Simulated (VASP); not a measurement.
# Ti in VASP: a series of runs, part 2 of 2

VASP 6.6.1. Earlier steps stand in the parts before.

## 3. Single point, r2SCAN (biaxial strain in the a-b plane: -2.0 %)

File POSCAR:

```
Ti
1.0
    2.0140485831      2.0140485831      0.0000000000
   -2.0140485831      2.0140485831      0.0000000000
    0.0000000000      0.0000000000      4.1596268696
Ti
2
Direct
    0.0000000000      0.0000000000      0.0000000000
    0.5000000000      0.5000000000      0.5000000000
```

File INCAR.step1:

```
SYSTEM = Ti
PREC = Accurate
ENCUT = 520
ISMEAR = 0
SIGMA = 0.1
LREAL = .False.
LASPH = .True.
NELM = 100
NBANDS = 19
GGA = PE
ALGO = Normal
EDIFF = 1E-4
LWAVE = .True.
LCHARG = .False.
```

File INCAR.step2:

```
SYSTEM = Ti
PREC = Accurate
ENCUT = 520
EDIFF = 1E-6
ISMEAR = 0
SIGMA = 0.1
LREAL = .False.
LASPH = .True.
NELM = 100
ALGO = Normal
ISIF = 2
LWAVE = .False.
LCHARG = .False.
METAGGA = R2SCAN
LMIXTAU = .True.
NBANDS = 19
ISTART = 1
```

File KPOINTS:

```
Automatic mesh
0
Gamma
  18 18 12
  0 0 0
```

Potentials or basis: VASP PAW PBE potentials, release 64 (Ti_sv).

The run is started by

```console
$ cat potpaw_PBE.64/Ti_sv/POTCAR > POTCAR
$ cp INCAR.step1 INCAR
$ mpirun -np 1 vasp_std > vasp.out
$ cp INCAR.step2 INCAR
$ mpirun -np 1 vasp_std > vasp.out
```

OUTCAR:

```text
SYSTEM = Ti
   PREC = Accurate
   ENCUT = 520
   EDIFF = 1E-6
   ISMEAR = 0
   LREAL = .False.
   LASPH = .True.
   NELM = 100
   ISIF = 2
   METAGGA = R2SCAN
   ISTART = 1

 ion  position               nearest neighbor table
   1  0.000  0.000  0.000-   2 2.90   2 2.90   2 2.90   2 2.90   2 2.90   2 2.90   2 2.90   2 2.90

   2  0.500  0.500  0.500-   1 2.90   1 2.90   1 2.90   1 2.90   1 2.90   1 2.90   1 2.90   1 2.90

  LATTYP: Found a simple tetragonal cell.
 ALAT       =     2.8482948215
 C/A-ratio  =     1.4603919644

  Lattice vectors:

 A1 = (   2.0140485831,   2.0140485831,   0.0000000000)
 A2 = (  -2.0140485831,   2.0140485831,   0.0000000000)
 A3 = (   0.0000000000,   0.0000000000,   4.1596268696)

Analysis of symmetry for initial positions (statically):
=====================================================================
 Subroutine PRICEL returns following result:

  LATTYP: Found a body centered tetragonal cell.
 ALAT       =     2.8482948215
 C/A-ratio  =     1.4603919644

  Lattice vectors:

 A1 = (   2.0140485831,   0.0000000000,  -2.0798134348)
 A2 = (  -2.0140485831,   0.0000000000,  -2.0798134348)
 A3 = (   0.0000000000,   2.0140485831,   2.0798134348)

   2 primitive cells build up your supercell.

 Routine SETGRP: Setting up the symmetry group for a
 simple tetragonal supercell.

 Subroutine GETGRP returns: Found 16 space group operations
 (whereof 16 operations were pure point group operations)
 out of a pool of 16 trial point group operations.

The static configuration has the point symmetry D_4h.

Analysis of symmetry for dynamics (positions and initial velocities):
=====================================================================
 Subroutine PRICEL returns following result:

  LATTYP: Found a body centered tetragonal cell.
 ALAT       =     2.8482948215
 C/A-ratio  =     1.4603919644

[... 121 lines left out ...]
   POTIM  = 0.5000    time-step for ionic-motion
   TEBEG  =    0.0;   TEEND  =   0.0 temperature during run
   PSTRESS=    0.0 pullay stress
   NELECT =      24.0000    total number of electrons
   NUPDOWN=      -1.0000    fix difference up-down
   EMIN   =  10.00;   EMAX   =-10.00  energy-range for DOS
   EFERMI =   0.00;   METHOD = LEGACY
   ISMEAR =     0;   SIGMA  =   0.10  broadening in eV -4-tet -1-fermi 0-gaus
   EFERMI_NEDOS =   21; number of points for ismear=-14 and -15
   IALGO  =     38    algorithm
   IMIX   =      4    mixing-type and parameters
     AMIX     =   0.40;   BMIX     =  1.00
     AMIX_MAG =   1.60;   BMIX_MAG =  1.00
  volume/ion in A,a.u.               =      16.87       113.87
  Fermi-wavevector in a.u.,A,eV,Ry     =   1.461293  2.761442 29.053552  2.135376
  Thomas-Fermi vector in A             =   2.577641
   LORBIT       =      0    0 simple, 1 ext, 2 COOP (PROOUT), +10 PAW based schemes
   METAGGA = R2SCAN    functional components
   LHFCALC =     F    Hartree Fock is set to
   AEXX    =    0.0000 exact exchange contribution
   IVDW    =     0    specifies the selected vdW correction
   LEPSILON=     F    determine dielectric tensor
   LRPA    =     F    only Hartree local field effects (RPA)
 non-spin polarized calculation
 Gauss-broadening in eV      SIGMA  =   0.10
  energy-cutoff  :      520.00
  volume of cell :       33.75
 maximum number of plane-waves:       935
 NGX is ok and might be reduce to    24

 number of electron      23.9999996 magnetization

 Free energy of the ion-electron system (eV)
  ---------------------------------------------------
  ext. energy  EPLUGINS =         0.00000000
  ---------------------------------------------------
  free energy    TOTEN  =       -25.75123226 eV

  energy without entropy =      -25.73548513  energy(sigma->0) =      -25.74335869

 E-fermi :   8.5454     XC(G=0): -12.5611

 val. band max:        8.5434356011   @ k =   0.1667   0.1667   0.3333
 cond. band min:       8.5454356240   @ k =   0.2222   0.0000   0.3333
 fundamental gap:      0.0020000229
 Fermi energy:         8.5454191409

 k-point     1 :       0.0000    0.0000    0.0000
  band No.  band energies     occupation
      1     -50.4476      2.00000
      2     -50.2677      2.00000
      3     -25.9253      2.00000
      4     -25.4559      2.00000
      5     -25.4559      2.00000
      6     -25.2171      2.00000
[... 505 lines left out ...]
      6     -25.4042      2.00000
[... 11 lines left out ...]
     18      12.1416      0.00000
     19      12.2168      0.00000

 [... further k-points ...]
[... 5 lines left out ...]
  --------------------------------------------------------------------------------------
  -------------------------------------------------------------------------------------
  Total        0.8634804      0.8634804      0.6248102      0.0000000      0.0000000      0.0000000
  in kB       40.9957474     40.9957474     29.6643220      0.0000000      0.0000000      0.0000000
  external PRESSURE =      37.2186056 kB  Pullay stress =       0.0000000 kB

 VOLUME and BASIS-vectors are now :
 -----------------------------------------------------------------------------
  energy-cutoff  :      520.00
  volume of cell :       33.75
      direct lattice vectors                 reciprocal lattice vectors
     2.014048583  2.014048583  0.000000000     0.248256176  0.248256176  0.000000000
    -2.014048583  2.014048583  0.000000000    -0.248256176  0.248256176  0.000000000
     0.000000000  0.000000000  4.159626870     0.000000000  0.000000000  0.240406179

 POSITION                                       TOTAL-FORCE (eV/Angst)
 -----------------------------------------------------------------------------------
      0.00000      0.00000      0.00000         0.000000     -0.000000     -0.000000
      0.00000      2.01405      2.07981        -0.000000      0.000000      0.000000
 -----------------------------------------------------------------------------------
    total drift:                               -0.000000      0.000000     -0.000000

  FREE ENERGIE OF THE ION-ELECTRON SYSTEM (eV)
  ---------------------------------------------------
  free  energy   TOTEN  =       -25.7512322559 eV

  energy  without entropy=      -25.7354851252  energy(sigma->0) =      -25.74335869
```

OUTCAR.step1:

```text
SYSTEM = Ti
   PREC = Accurate
   ENCUT = 520
   ISMEAR = 0
   LREAL = .False.
   LASPH = .True.
[... 772 lines left out ...]
      0.00000      0.00000      0.00000         0.000000     -0.000000      0.000000
      0.00000      2.01405      2.07981        -0.000000      0.000000     -0.000000
 -----------------------------------------------------------------------------------
    total drift:                               -0.000000      0.000000     -0.000000

  FREE ENERGIE OF THE ION-ELECTRON SYSTEM (eV)
  ---------------------------------------------------
  free  energy   TOTEN  =       -15.5521778053 eV

  energy  without entropy=      -15.5340893055  energy(sigma->0) =      -15.54313356
```

OSZICAR.step1:

```text
N       E                     dE             d eps       ncg     rms          rms(c)
DAV:   1     0.255695223718E+03    0.25570E+03   -0.12664E+04 14646   0.156E+03
DAV:   2     0.764267072415E+01   -0.24805E+03   -0.24406E+03 14998   0.436E+02
DAV:   3    -0.166475212084E+02   -0.24290E+02   -0.23932E+02 26913   0.119E+02
DAV:   4    -0.174647185338E+02   -0.81720E+00   -0.81495E+00 17350   0.210E+01
DAV:   5    -0.174993917696E+02   -0.34673E-01   -0.34669E-01 20931   0.330E+00    0.121E+01
DAV:   6    -0.155431319563E+02    0.19563E+01   -0.67947E+00 17082   0.268E+01    0.310E+00
DAV:   7    -0.155293592351E+02    0.13773E-01   -0.63013E-01 21928   0.609E+00    0.201E+00
DAV:   8    -0.155602669451E+02   -0.30908E-01   -0.20873E-01 17097   0.511E+00    0.694E-01
DAV:   9    -0.155518774908E+02    0.83895E-02   -0.46894E-02 17374   0.219E+00    0.804E-02
DAV:  10    -0.155521359464E+02   -0.25846E-03   -0.21554E-03 20172   0.318E-01    0.716E-02
DAV:  11    -0.155521778053E+02   -0.41859E-04   -0.18395E-04 12196   0.874E-02
   1 F= -.15552178E+02 E0= -.15543134E+02  d E =-.180885E-01
```

Run time: 16 min. Hardware: 1 thread of Intel Xeon 8259CL, shared host; peak memory 0.32 GiB.

What came out:

```
Free energy            : -25.7512 eV
Pressure               : 3.7 GPa
Band gap on the k mesh : zero (bands 12 and 13 overlap by 1.46 eV)
```

Caveat: the cell differs from its parent crystal (biaxial strain in the a-b plane: -2.0 %); the cell stands under pressure; the PAW data sets were made with another functional, which shifts forces and pressure a little.

## 4. Single point, r2SCAN (biaxial strain in the a-b plane: -2.0 %, then relaxed in part)

Changes to POSCAR since step 3:

```diff
@@ -4,3 +4,3 @@
    -2.0140485831      2.0140485831      0.0000000000
-    0.0000000000      0.0000000000      4.1596268696
+    0.0000000000      0.0000000000      4.2359242934
 Ti
```

File INCAR.step1:

```
PREC     = Accurate       # precision mode
ENCUT    = 520            # plane-wave cutoff, eV
ISMEAR   = 0              # smearing method
SIGMA    = 0.1            # smearing width, eV
LREAL    = F              # projectors in reciprocal space
LASPH    = T              # aspherical terms in the spheres
NELM     = 60             # most SCF steps
NBANDS   = 19             # bands
GGA      = PE             # functional
ALGO     = Normal         # electronic algorithm
EDIFF    = 1E-4           # SCF threshold, eV
LWAVE    = T              # write WAVECAR
LCHARG   = F              # write CHGCAR
```

File INCAR.step2:

```
PREC     = Accurate       # precision mode
ENCUT    = 520            # plane-wave cutoff, eV
EDIFF    = 1E-7           # SCF threshold, eV
ISMEAR   = 0              # smearing method
SIGMA    = 0.1            # smearing width, eV
LREAL    = F              # projectors in reciprocal space
LASPH    = T              # aspherical terms in the spheres
NELM     = 60             # most SCF steps
ALGO     = Normal         # electronic algorithm
ISIF     = 2              # what is computed and relaxed
LWAVE    = F              # write WAVECAR
LCHARG   = F              # write CHGCAR
METAGGA  = R2SCAN         # meta-GGA
LMIXTAU  = T            
NBANDS   = 19             # bands
ISTART   = 1
```

File KPOINTS:

```
regular mesh
0
Gamma
  18 18 12
```

The run is started by

```console
$ cat potpaw_PBE.64/Ti_sv/POTCAR > POTCAR
$ cp INCAR.step1 INCAR
$ mpirun -np 1 vasp_std > vasp.out
$ cp INCAR.step2 INCAR
$ mpirun -np 1 vasp_std > vasp.out
```

Run time: 17 min. Hardware: 1 thread of Intel Xeon 8259CL, shared host; peak memory 0.32 GiB.

The run converged. Its results:

```yaml
Free_energy: -25.7582 eV
Pressure: 1.5 GPa
Band_gap_on_the_k_mesh: zero (bands 12 and 13 overlap by 1.41 eV)
```

Stress tensor (GPa, compression positive):
```
2.12 0.00 0.00
0.00 2.12 0.00
0.00 0.00 0.40
```

Levels at points of the mesh, in eV from the Fermi level:
```
           k point  band 8  band 9  band 10  band 11  band 12  band 13  band 14  band 15  band 16  band 17
(0.00, 0.00, 0.00)  -33.81   -6.49    -2.69    -1.70     0.75     1.16     1.16     2.21     2.58     3.06
(0.50, 0.00, 0.00)  -33.88   -2.19    -2.19    -0.55    -0.55     0.08     0.08     2.03     2.03     2.71
(0.50, 0.50, 0.00)  -34.05   -2.68    -2.68    -1.83    -1.83     3.22     3.22     3.91     3.91     3.96
(0.00, 0.00, 0.50)  -33.92   -4.20    -4.20    -0.62    -0.62     1.10     1.10     2.34     2.34     2.34
(0.50, 0.00, 0.50)  -33.88   -2.73    -2.73     0.49     0.49     0.72     0.72     1.16     1.16     3.79
(0.50, 0.50, 0.50)  -34.05   -1.71    -1.71    -0.36    -0.36    -0.36    -0.36     2.34     2.34     4.28
```

Caveat: the cell differs from its parent crystal (biaxial strain in the a-b plane: -2.0 %, then relaxed in part); the PAW data sets were made with another functional, which shifts forces and pressure a little.

## 5. Single point, r2SCAN

This run uses another cell than the first one: it holds 2 atoms, not 1.

File POSCAR:

```
Ti
1.0
    0.0000000000     -2.0551516167     -2.0551516167
   -2.0551516167      0.0000000000     -2.0551516167
    2.0551516167      2.0551516167     -4.1103032334
Ti
2
Direct
    0.5000000000      0.5000000000      0.5000000000
    0.0000000000      0.0000000000      0.0000000000
```

File INCAR.step1:

```
  PREC = Accurate
  ENCUT = 520
  ISMEAR = 0
  SIGMA = 0.15
  LREAL = F
  LASPH = T
  NELM = 80
  NBANDS = 19
  GGA = PE
  ALGO = Normal
  EDIFF = 1E-4
  LWAVE = T
  LCHARG = F
```

File INCAR.step2:

```
  PREC = Accurate
  ENCUT = 520
  EDIFF = 1E-6
  ISMEAR = 0
  SIGMA = 0.15
  LREAL = F
  LASPH = T
  NELM = 80
  ALGO = Normal
  ISIF = 2
  LWAVE = F
  LCHARG = T
  METAGGA = R2SCAN
  LMIXTAU = T
  LELF = T
  LVHAR = T
  NBANDS = 19
  ISTART = 1
```

File KPOINTS:

```
regular mesh
0
Gamma
  24 24 24
```

The run is started by

```console
$ cat potpaw_PBE.64/Ti_sv/POTCAR > POTCAR
$ cp INCAR.step1 INCAR
$ mpirun -np 1 vasp_std > vasp.out
$ cp INCAR.step2 INCAR
$ mpirun -np 1 vasp_std > vasp.out
```

Wall time 18 min (1 thread of Intel Xeon 6975P-C (Granite Rapids), shared host); peak memory 0.75 GiB.

It converged, with:

| Item | Value |
| --- | --- |
| Free energy | -25.7769 eV |
| Pressure | 0.4 GPa |
| Band gap on the k mesh | zero (bands 12 and 13 overlap by 1.39 eV) |

Levels at points of the mesh, in eV from the Fermi level:
| k point | band 8 | band 9 | band 10 | band 11 | band 12 | band 13 | band 14 | band 15 | band 16 | band 17 |
| --- | --- | --- | --- | --- | --- | --- | --- | --- | --- | --- |
| (0.00, 0.00, 0.00) | -33.85 | -6.47 | -2.71 | 0.45 | 0.93 | 0.93 | 1.00 | 1.00 | 1.00 | 2.81 |
| (0.50, 0.00, 0.00) | -34.01 | -1.94 | -1.94 | -1.06 | -1.06 | 0.44 | 0.44 | 2.19 | 2.19 | 3.91 |
| (0.50, 0.50, 0.00) | -33.94 | -2.71 | -2.65 | -1.77 | 0.45 | 0.93 | 0.93 | 2.81 | 3.83 | 3.83 |
| (0.00, 0.00, 0.50) | -33.89 | -4.60 | -4.60 | 0.10 | 0.10 | 1.29 | 1.29 | 1.29 | 1.29 | 2.84 |

Caveat: the PAW data sets were made with another functional, which shifts forces and pressure a little.

## 6. Summary

| cell | k mesh | smearing | gap on the mesh (eV) | pressure (GPa) |
| --- | --- | --- | --- | --- |
| a = 2.906 Å, angles 60.0°, 1 atom, atomic positions A | 18 × 18 × 18 | gaussian 0.1 eV | none | 0.4 |
| a = 2.848, b = 2.848, c = 4.160 Å, 2 atoms, atomic positions B | 18 × 18 × 12 | gaussian 0.1 eV | none | 3.7 |
| a = 2.848, b = 2.848, c = 4.236 Å, 2 atoms, atomic positions B | 18 × 18 × 12 | gaussian 0.1 eV | none | 1.5 |
| a = 2.906, b = 2.906, c = 5.034 Å, angles 73.2, 73.2, 60.0°, 2 atoms, atomic positions B | 24 × 24 × 24 | gaussian 0.15 eV | none | 0.4 |

Alike in all rows: task single point; level r2SCAN; potentials or basis VASP PAW PBE potentials, release 64 (Ti_sv); no spin polarisation; cutoff (eV) 520.

Caveats: the PAW data sets were made with another functional, which shifts forces and pressure a little; the cell stands under pressure (at least some runs).

Total energies depend on the potentials used, so only differences within one code and one set of settings carry meaning.
